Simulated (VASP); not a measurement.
Ti3Zn, 4 atoms in the cell. The structure is cubic, space group Pm-3m (No. 221). The conventional cell has a = 3.944 Å, b = 3.944 Å, c = 3.944 Å, α = 90.00°, β = 90.00°, γ = 90.00°. Ti (site symmetry 4/mmm) has 8 Ti at 2.79 Å and 4 Zn at 2.79 Å within 3.7 Å. Zn (site symmetry m-3m) has 12 Ti at 2.79 Å within 3.7 Å. 

- Program: VASP 6.6.1
- Task: single point
- Functional: LDA
- Potentials or basis: VASP PAW LDA potentials, release 64 (Ti_sv, Zn)
- Cutoff: 520 eV
- k mesh: 12 × 12 × 12
- Occupations: gaussian, width 0.15 eV
- Spin: no spin polarisation
- Dipole correction: no
- Further INCAR settings: ALGO = Fast; EDIFF = 1e-06; NBANDS = 32

Potentials or basis: VASP PAW LDA potentials, release 64 (Ti_sv, Zn).

Command:

```bash
$ cat potpaw_LDA.64/Ti_sv/POTCAR potpaw_LDA.64/Zn/POTCAR > POTCAR
$ mpirun -np 1 vasp_std > vasp.out
```

Hardware: 1 thread of Intel(R) Xeon(R) 6975P-C (Granite Rapids) (shared host).

Q: How long does it take, and how much memory?

A: Run time: 3.2 min on 1 thread of Intel(R) Xeon(R) 6975P-C (Granite Rapids), with other jobs on the host, peak memory 0.25 GiB. Counts: scf iterations 35, k points 84.
